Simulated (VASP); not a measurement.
## Li: single point with LDA

Crystal: Li.

```
Li
1.0
     7.20531    0.00000    0.00000
     0.00000    7.20531    0.00000
     0.00000    0.00000    7.20531
Li
16
Direct
  0.08094 0.02305 0.05442
  0.56271 0.05808 0.04433
  0.10279 0.51251 0.05717
  0.01603 0.02086 0.48278
  0.32550 0.27903 0.28146
  0.50570 0.49856 0.97852
  0.58279 0.98775 0.54241
  0.76995 0.28337 0.28085
  0.05529 0.55603 0.49355
  0.32835 0.77601 0.26622
  0.28471 0.24680 0.76167
  0.55602 0.52217 0.51462
  0.82396 0.74873 0.22996
  0.81240 0.27829 0.78332
  0.29528 0.81194 0.74148
  0.81080 0.74809 0.81473
```

```json
{"Program": "VASP 6.6.1", "Task": "single point", "Functional": "LDA", "Potentials or basis": "VASP PAW LDA potentials, release 64 (Li_sv)", "Cutoff": "520 eV", "k mesh": "3 × 3 × 3", "Occupations": "fermi-dirac, width 0.1 eV", "Spin": "no spin polarisation", "Dipole correction": "no", "Further INCAR settings": "LREAL = Auto; ALGO = Normal; EDIFF = 1e-07; NBANDS = 38"}
```

The largest force is 0.323 eV/Å and the band gap on the k mesh is zero (band 24 reaches 0.48 eV, above the bottom of band 25 at 0.01 eV).

Forces on the atoms (eV/Å):
```
Li  -0.130  0.062 -0.123
Li  -0.060 -0.237 -0.210
Li  -0.206 -0.051 -0.207
Li   0.107 -0.031  0.092
Li  -0.065 -0.137  0.204
Li   0.182  0.151  0.110
Li   0.058  0.158 -0.128
Li   0.232  0.114 -0.099
Li   0.024 -0.149  0.185
Li   0.062  0.051  0.040
Li   0.018  0.033 -0.158
Li  -0.002  0.101  0.161
Li  -0.286  0.039  0.105
Li   0.090  0.002 -0.029
Li  -0.092 -0.192  0.204
Li   0.067  0.086 -0.146
```

Levels at points of the mesh, in eV from the Fermi level:
```csv
k point,band 21,band 22,band 23,band 24,band 25,band 26,band 27,band 28
"(0.00, 0.00, 0.00)",-1.03,-1.01,-0.94,0.30,0.31,0.33,0.36,0.37
```

Wall time 2.9 min on 1 thread of Intel(R) Xeon(R) Platinum 8559C (Emerald Rapids), with other jobs on the host, peak memory 0.34 GiB.
